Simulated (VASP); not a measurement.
Set up this calculation in VASP 6.6.1, as the native input.

* Task: single point
* Functional: PBE
* Potentials or basis: VASP PAW PBE potentials, release 64 (Mg)
* Cutoff: 600 eV
* k mesh: 6 × 6 × 6
* Occupations: gaussian, width 0.1 eV
* Spin: no spin polarisation
* Dipole correction: no
* Further INCAR settings: ALGO = Normal; EDIFF = 1e-06; NBANDS = 7

The structure of Mg lies in POSCAR:

```
Mg
1.0
    2.8624405726      0.0000000000      0.0000000000
    0.0000000000      2.8624405726      0.0000000000
    0.0000000000      0.0000000000      2.8624405726
Mg
1
Direct
    0.0000000000      0.0000000000      0.0000000000
```

This isn't the form of Mg at room conditions, which is hcp.

The input as run:

INCAR

```
PREC = Accurate
ENCUT = 600
EDIFF = 1E-6
ISMEAR = 0
SIGMA = 0.1
LREAL = F
LASPH = T
NELM = 120
ALGO = Normal
ISIF = 2
LWAVE = F
LCHARG = F
GGA = PE
NBANDS = 7
GGA_COMPAT = F
```

KPOINTS

```
regular mesh
0
Gamma
  6 6 6
```

Potentials or basis: VASP PAW PBE potentials, release 64 (Mg).

Launch:

```bash
$ cat potpaw_PBE.64/Mg/POTCAR > POTCAR
$ mpirun -np 1 vasp_std > vasp.out
```

Results of the run:

```yaml
Pressure: 5.0 GPa
Band_gap_on_the_k_mesh: zero (bands 1 and 2 overlap by 7.48 eV)
```

Caveat: the k points lie up to 0.37 Å⁻¹ apart, too coarse for converged energies and pressures of a metal.

Run time: 7.6 s on 1 thread of Intel Xeon 8259CL, on a shared host, peak memory 0.1 GiB.
